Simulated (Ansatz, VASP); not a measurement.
## One calculation of SrO, two programs

The input POSCAR:

```
SrO
1.0
    0.0000000000      2.4988837081      2.4988837081
    2.4988837081      0.0000000000      2.4988837081
    2.4988837081      2.4988837081      0.0000000000
Sr O
1 1
Direct
    0.0000000000      0.0000000000      0.0000000000
    0.5000000000      0.5000000000      0.5000000000
```

Contents of INCAR.step1:

```
SYSTEM = SrO
PREC     = Accurate       ! precision mode
ENCUT    = 520            ! plane-wave cutoff, eV
EDIFF    = 1E-5           ! SCF threshold, eV
ISMEAR   = 0              ! smearing method
SIGMA    = 0.01           ! smearing width, eV
LREAL    = .FALSE.        ! projectors in reciprocal space
LASPH    = .TRUE.         ! aspherical terms in the spheres
NELM     = 60             ! most SCF steps
ALGO     = Normal         ! electronic algorithm
ISIF     = 2              ! what is computed and relaxed
LWAVE    = .TRUE.         ! write WAVECAR
LCHARG   = .FALSE.        ! write CHGCAR
NBANDS   = 15             ! bands
GGA      = PE             ! functional
```

Contents of INCAR.step2:

```
SYSTEM = SrO
PREC     = Accurate       ! precision mode
ENCUT    = 520            ! plane-wave cutoff, eV
EDIFF    = 1E-6           ! SCF threshold, eV
ISMEAR   = 0              ! smearing method
SIGMA    = 0.01           ! smearing width, eV
LREAL    = .FALSE.        ! projectors in reciprocal space
LASPH    = .TRUE.         ! aspherical terms in the spheres
NELM     = 60             ! most SCF steps
ALGO     = Normal         ! electronic algorithm
ISIF     = 2              ! what is computed and relaxed
LWAVE    = .FALSE.        ! write WAVECAR
LCHARG   = .FALSE.        ! write CHGCAR
GGA      = PE             ! functional
LHFCALC  = .TRUE.         ! exact exchange
HFSCREEN = 0.2079         ! screening, 1/A
PRECFOCK = Normal       
NBANDS   = 15             ! bands
ISTART   = 1
```

KPOINTS

```
regular mesh
0
G
  6 6 6
  0 0 0
```

Input for Ansatz:

```yaml
crystal:
  lattice:
    - [0.0, 2.4988837081, 2.4988837081]
    - [2.4988837081, 0.0, 2.4988837081]
    - [2.4988837081, 2.4988837081, 0.0]
  atoms:
    - { symbol: Sr, position: [0.0, 0.0, 0.0] }
    - { symbol: O, position: [0.5, 0.5, 0.5] }
kpoints:
  mp_grid: { grid: [6, 6, 6] }
  band_path:
    path:
      - [0.0, 0.0, 0.0]
      - [0.5, 0.0, 0.5]
      - [0.625, 0.25, 0.625]
      - [0.375, 0.375, 0.75]
      - [0.5, 0.5, 0.5]
      - [0.5, 0.25, 0.75]
      - [0.0, 0.5, 0.5]
    npoints: 1
hamiltonian:
  xc: hse06
scf:
  occupations: { method: fixed }
  n_extra_bands: 4
output:
  forces: true
  stress: true
  eigenvalues: true
```

Change from the starting cell: hydrostatic strain -3.1%.

Alike in both runs: task single point; functional HSE06; k mesh 6 × 6 × 6; no spin polarisation.

|  | VASP | Ansatz |
| --- | --- | --- |
| version | VASP 6.6.1 | Ansatz 0.2.0 |
| potentials or method | VASP PAW PBE potentials, release 64 (Sr_sv, O) | plane waves, PAW |
| plane-wave cutoff (eV) | 520 | 420 |
| occupations | gaussian, width 0.01 eV | fixed |
| valence electrons in the cell | 16 | 16 |

```csv
,VASP,Ansatz,Ansatz less VASP
gap on the k mesh at the Fermi level (eV),4.70,4.76,+0.063
pressure (GPa),11.3,10.5,-0.82
```

Ansatz's warnings: stress exchange threshold loose, stress scf threshold loose.
